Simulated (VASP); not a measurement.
# K16Na (a cell with a defect) in VASP: notebook

K16Na (a cell with a defect) is run at these levels: r2SCAN; tasks: single point.

Program: VASP 6.6.1. These are calculated values, not measurements. Logs are shortened: lines on timing, memory, paths and dates and some standing lists are left out, and cuts for length are marked.

## 1. The cell of the first run

The cell holds a defect, 17 atoms: a = 10.460 Å, b = 10.460 Å, c = 10.460 Å, α = 90.00°, β = 90.00°, γ = 90.00°.

## 2. Single point, r2SCAN

POSCAR reads:

```
K16Na
1.0
   10.4600000000      0.0000000000      0.0000000000
    0.0000000000     10.4600000000      0.0000000000
    0.0000000000      0.0000000000     10.4600000000
K Na
16 1
Direct
    0.0093881453      0.0134894837     -0.0229158700
    0.4404493308     -0.0121606119      0.0100000000
   -0.0369311663      0.5127629063     -0.0030497132
    0.0189961759     -0.0140439771      0.4948087954
    0.2709082218      0.2345984704      0.2436902486
    0.4989579350      0.5232600382      0.0206214149
    0.5212141491     -0.0493403442      0.5162332696
    0.7797131931      0.2093977055      0.2896558317
    0.0032409178      0.5032695985      0.5028967495
    0.2235946463      0.7409942639      0.2575143403
    0.2541395793      0.2612428298      0.7285086042
    0.4856883365      0.5378871893      0.4966347992
    0.7642160612      0.7474665392      0.2513766730
    0.7794646272      0.2411854685      0.7181070746
    0.2429732314      0.7343690249      0.7488145315
    0.7524856597      0.7380879541      0.7619216061
    0.6301242830      0.2393021033      0.0022562141
```

INCAR.step1 reads:

```
SYSTEM = K16Na
PREC = Accurate
ENCUT = 520
ISMEAR = -1
SIGMA = 0.15
LREAL = Auto
LASPH = .True.
NELM = 80
NBANDS = 90
GGA = PE
ALGO = Normal
EDIFF = 1E-4
LWAVE = .True.
LCHARG = .False.
```

INCAR.step2 reads:

```
SYSTEM = K16Na
PREC = Accurate
ENCUT = 520
EDIFF = 1E-6
ISMEAR = -1
SIGMA = 0.15
LREAL = Auto
LASPH = .True.
NELM = 80
ALGO = Normal
ISIF = 2
LWAVE = .False.
LCHARG = .False.
METAGGA = R2SCAN
LMIXTAU = .True.
NBANDS = 90
ISTART = 1
```

KPOINTS reads:

```
regular mesh
0
Gamma
  1 1 1
  0 0 0
```

Potentials or basis: VASP PAW PBE potentials, release 64 (K_sv, Na_pv).

Launch:

```bash
> cat potpaw_PBE.64/K_sv/POTCAR potpaw_PBE.64/Na_pv/POTCAR > POTCAR
> cp INCAR.step1 INCAR
> mpirun -np 1 vasp_gam > vasp.out
> cp INCAR.step2 INCAR
> mpirun -np 1 vasp_gam > vasp.out
```

OUTCAR:

```text
SYSTEM = K16Na
   PREC = Accurate
   ENCUT = 520
   EDIFF = 1E-6
   ISMEAR = -1
   LREAL = Auto
   LASPH = .True.
   NELM = 80
   ISIF = 2
   METAGGA = R2SCAN
   ISTART = 1

 ion  position               nearest neighbor table
   1  0.009  0.013  0.977-
   2  0.440  0.988  0.010-  17 3.30
   3  0.963  0.513  0.997-
   4  0.019  0.986  0.495-
   5  0.271  0.235  0.244-
   6  0.499  0.523  0.021-  17 3.28
   7  0.521  0.951  0.516-
   8  0.780  0.209  0.290-
   9  0.003  0.503  0.503-
  10  0.224  0.741  0.258-
  11  0.254  0.261  0.729-
  12  0.486  0.538  0.497-
  13  0.764  0.747  0.251-
  14  0.779  0.241  0.718-
  15  0.243  0.734  0.749-
  16  0.752  0.738  0.762-
  17  0.630  0.239  0.002-   6 3.28   2 3.30

  LATTYP: Found a simple cubic cell.
 ALAT       =    10.4600000000

  Lattice vectors:

 A1 = (  10.4600000000,   0.0000000000,   0.0000000000)
 A2 = (   0.0000000000,  10.4600000000,   0.0000000000)
 A3 = (   0.0000000000,   0.0000000000,  10.4600000000)

Analysis of symmetry for initial positions (statically):
=====================================================================
 Subroutine PRICEL returns:
 Original cell was already a primitive cell.

 Routine SETGRP: Setting up the symmetry group for a
 simple cubic supercell.

 Subroutine GETGRP returns: Found  1 space group operations
 (whereof  1 operations were pure point group operations)
 out of a pool of 48 trial point group operations.

The static configuration has the point symmetry C_1 .

Analysis of symmetry for dynamics (positions and initial velocities):
=====================================================================
 Subroutine PRICEL returns:
 Original cell was already a primitive cell.

 Routine SETGRP: Setting up the symmetry group for a
 simple cubic supercell.

 Subroutine GETGRP returns: Found  1 space group operations
 (whereof  1 operations were pure point group operations)
 out of a pool of 48 trial point group operations.

The dynamic configuration has the point symmetry C_1 .

 Subroutine INISYM returns: Found  1 space group operations
 (whereof  1 operations are pure point group operations),
 and found     1 'primitive' translations

----------------------------------------------------------------------------------------

                                     Primitive cell

  volume of cell :    1144.4453

  direct lattice vectors                    reciprocal lattice vectors
    10.460000000  0.000000000  0.000000000     0.095602294  0.000000000  0.000000000
     0.000000000 10.460000000  0.000000000     0.000000000  0.095602294  0.000000000
     0.000000000  0.000000000 10.460000000     0.000000000  0.000000000  0.095602294

  length of vectors
    10.460000000 10.460000000 10.460000000     0.095602294  0.095602294  0.095602294

  position of ions in fractional coordinates (direct lattice)
     0.009388145  0.013489484  0.977084130
     0.440449331  0.987839388  0.010000000
     0.963068834  0.512762906  0.996950287
     0.018996176  0.985956023  0.494808795
     0.270908222  0.234598470  0.243690249
     0.498957935  0.523260038  0.020621415
[... 9 lines left out ...]
     0.752485660  0.738087954  0.761921606
     0.630124283  0.239302103  0.002256214

  ion indices of the primitive-cell ions
   primitive index   ion index
                 1           1
                 2           2
                 3           3
                 4           4
                 5           5
                 6           6
[... 9 lines left out ...]
                16          16
                17          17

----------------------------------------------------------------------------------------

 KPOINTS: regular mesh

Automatic generation of k-mesh.
 Grid dimensions read from file:
 generate k-points for:    1    1    1

 Generating k-lattice:

  Cartesian coordinates                     Fractional coordinates (reciprocal lattice)
     0.095602294  0.000000000  0.000000000     1.000000000  0.000000000  0.000000000
     0.000000000  0.095602294  0.000000000     0.000000000  1.000000000  0.000000000
     0.000000000  0.000000000  0.095602294     0.000000000  0.000000000  1.000000000

  Length of vectors
     0.095602294  0.095602294  0.095602294

  Shift w.r.t. Gamma in fractional coordinates (k-lattice)
     0.000000000  0.000000000  0.000000000

 Subroutine IBZKPT returns following result:
 ===========================================

 Found      1 irreducible k-points:

 Following reciprocal coordinates:
            Coordinates               Weight
  0.000000  0.000000  0.000000      1.000000
   k-points           NKPTS =      1   k-points in BZ     NKDIM =      1   number of bands    NBANDS=     90
   number of dos      NEDOS =    301   number of ions     NIONS =     17
   total plane-waves  NPLWV = 512000
   dimension x,y,z NGX =    80 NGY =   80 NGZ =   80
   dimension x,y,z NGXF=   160 NGYF=  160 NGZF=  160
   ions per type =              16   1
   NGX,Y,Z   is equivalent  to a cutoff of  12.71, 12.71, 12.71 a.u.
   NGXF,Y,Z  is equivalent  to a cutoff of  25.43, 25.43, 25.43 a.u.
 SYSTEM =  K16Na
   PREC   = accura    normal or accurate (medium, high low for compatibility)
   ISTART =      1    job   : 0-new  1-cont  2-samecut
   ICHARG =      0    charge: 1-file 2-atom 10-const
   ISPIN  =      1    spin polarized calculation?
   LNONCOLLINEAR =      F non collinear calculations
   LSORBIT =      F    spin-orbit coupling
   LASPH  =      T    aspherical Exc in radial PAW
   ENCUT  =  520.0 eV  38.22 Ry    6.18 a.u.  19.45 19.45 19.45*2*pi/ulx,y,z
   NELM   =     80;   NELMIN=  2; NELMDL=  0     # of ELM steps
   EDIFF  = 0.1E-05   stopping-criterion for ELM
   LREAL  =      T    real-space projection
   EDIFFG = 0.1E-04   stopping-criterion for IOM
   NSW    =      0    number of steps for IOM
   IBRION =     -1    ionic relax: 0-MD 1-quasi-New 2-CG
   NFREE  =      0    steps in history (QN), initial steepest desc. (CG)
   ISIF   =      2    stress and relaxation
   ISYM   =      2    0-nonsym 1-usesym 2-fastsym
   POTIM  = 0.5000    time-step for ionic-motion
   TEBEG  =    0.0;   TEEND  =   0.0 temperature during run
   PSTRESS=    0.0 pullay stress
   NELECT =     151.0000    total number of electrons
   NUPDOWN=      -1.0000    fix difference up-down
   EMIN   =  10.00;   EMAX   =-10.00  energy-range for DOS
   EFERMI =   0.00;   METHOD = LEGACY
   ISMEAR =    -1;   SIGMA  =   0.15  broadening in eV -4-tet -1-fermi 0-gaus
   EFERMI_NEDOS =   21; number of points for ismear=-14 and -15
   IALGO  =     38    algorithm
   IMIX   =      4    mixing-type and parameters
     AMIX     =   0.40;   BMIX     =  1.00
     AMIX_MAG =   1.60;   BMIX_MAG =  1.00
  volume/ion in A,a.u.               =      67.32       454.30
  Fermi-wavevector in a.u.,A,eV,Ry     =   0.833429  1.574953  9.450668  0.694604
  Thomas-Fermi vector in A             =   1.946652
   LORBIT       =      0    0 simple, 1 ext, 2 COOP (PROOUT), +10 PAW based schemes
   METAGGA = R2SCAN    functional components
   LHFCALC =     F    Hartree Fock is set to
   AEXX    =    0.0000 exact exchange contribution
   IVDW    =     0    specifies the selected vdW correction
   LEPSILON=     F    determine dielectric tensor
   LRPA    =     F    only Hartree local field effects (RPA)
 non-spin polarized calculation
  energy-cutoff  :      520.00
  volume of cell :     1144.45
 maximum number of plane-waves:     15516
 NGX is ok and might be reduce to    80
   NGX = 39   NGY = 39   NGZ = 39

 number of electron     151.0000003 magnetization

 Free energy of the ion-electron system (eV)
  ---------------------------------------------------
  ext. energy  EPLUGINS =         0.00000000
  ---------------------------------------------------
  free energy    TOTEN  =       -97.85999724 eV

  energy without entropy =      -96.58843361  energy(sigma->0) =      -97.22421542

 E-fermi :   0.3025     XC(G=0):  -6.0762

 val. band max:       -0.6670832664   @ k =   0.0000   0.0000   0.0000
 cond. band min:       0.4081827619   @ k =   0.0000   0.0000   0.0000
 fundamental gap:      1.0752660284
 Fermi energy:         0.3024996445

 k-point     1 :       0.0000    0.0000    0.0000
  band No.  band energies     occupation
      1     -33.5956      2.00000
      2     -33.5861      2.00000
      3     -33.5839      2.00000
      4     -33.5809      2.00000
      5     -33.5723      2.00000
      6     -33.5653      2.00000
[... 79 lines left out ...]
     86       0.7580      0.09162
     87       1.5057      0.00066
 [bands above 87 left out]

------------------------ aborting loop because EDIFF is reached ----------------------------------------

  FORCE on cell =-STRESS in cart. coord.  units (eV):
  Direction    XX          YY          ZZ          XY          YZ          ZX
  --------------------------------------------------------------------------------------
  -------------------------------------------------------------------------------------
  Total        3.7733793      4.8159872      4.6590922     -0.0556186     -0.0235364     -0.1899993
  in kB        5.2825789      6.7421880      6.5225413     -0.0778638     -0.0329499     -0.2659914
  external PRESSURE =       6.1824360 kB  Pullay stress =       0.0000000 kB

 VOLUME and BASIS-vectors are now :
 -----------------------------------------------------------------------------
  energy-cutoff  :      520.00
  volume of cell :     1144.45
      direct lattice vectors                 reciprocal lattice vectors
    10.460000000  0.000000000  0.000000000     0.095602294  0.000000000  0.000000000
     0.000000000 10.460000000  0.000000000     0.000000000  0.095602294  0.000000000
     0.000000000  0.000000000 10.460000000     0.000000000  0.000000000  0.095602294

 POSITION                                       TOTAL-FORCE (eV/Angst)
 -----------------------------------------------------------------------------------
      0.09820      0.14110     10.22030        -0.117436     -0.018287      0.056632
      4.60710     10.33280      0.10460         0.054518     -0.332124     -0.065165
     10.07370      5.36350     10.42810         0.140692     -0.211035      0.064802
      0.19870     10.31310      5.17570         0.068302     -0.059676      0.090115
      2.83370      2.45390      2.54900        -0.040818      0.128392      0.092803
      5.21910      5.47330      0.21570        -0.171110      0.214897     -0.021675
[... 9 lines left out ...]
      7.87100      7.72040      7.96970        -0.019437      0.089678     -0.007129
      6.59110      2.50310      0.02360         0.130308     -0.037648     -0.038437
 -----------------------------------------------------------------------------------
    total drift:                               -0.010161     -0.014702      0.009886

  FREE ENERGIE OF THE ION-ELECTRON SYSTEM (eV)
  ---------------------------------------------------
  free  energy   TOTEN  =       -97.8599972357 eV

  energy  without entropy=      -96.5884336056  energy(sigma->0) =      -97.22421542
```

It took 11 min on 1 thread of Intel Xeon Platinum 8259CL at 2.50GHz (Skylake/Cascade Lake), shared host; peak memory 1.1 GiB.

What came out:

```
Free energy            : -97.8600 eV
Pressure               : 0.6 GPa
Largest force          : 0.343 eV/Å
Band gap on the k mesh : zero (an odd number of electrons rules out a gap without spin polarisation)
```

Forces in eV/Å, atoms in the order of the input:
```
K   -0.117 -0.018  0.057
K    0.055 -0.332 -0.065
K    0.141 -0.211  0.065
K    0.068 -0.060  0.090
K   -0.041  0.128  0.093
K   -0.171  0.215 -0.022
K   -0.108  0.206 -0.030
K   -0.011  0.114  0.075
K   -0.020 -0.005 -0.050
K    0.013  0.014 -0.073
K    0.111 -0.007  0.068
K    0.113 -0.238 -0.018
K   -0.052  0.085 -0.038
K   -0.036  0.041 -0.163
K   -0.054  0.017  0.057
K   -0.019  0.090 -0.007
Na   0.130 -0.038 -0.038
```

Stress tensor (GPa, compression positive):
```
 0.53 -0.01 -0.03
-0.01  0.67  0.00
-0.03  0.00  0.65
```

Levels at points of the mesh, in eV from the Fermi level:
| k point | band 70 | band 71 | band 72 | band 73 | band 74 | band 75 | band 76 | band 77 | band 78 | band 79 |
| --- | --- | --- | --- | --- | --- | --- | --- | --- | --- | --- |
| (0.00, 0.00, 0.00) | -1.07 | -1.03 | -1.01 | -0.98 | -0.97 | 0.11 | 0.19 | 0.22 | 0.22 | 0.32 |

Caveat: the k points lie up to 0.60 Å⁻¹ apart, too coarse for converged energies and pressures of a metal; the PAW data sets were made with another functional, which shifts forces and pressure a little.

(Continued in part 2 of 2.)

The gap in the log of VASP goes by the Fermi energy; the results here count the filled bands.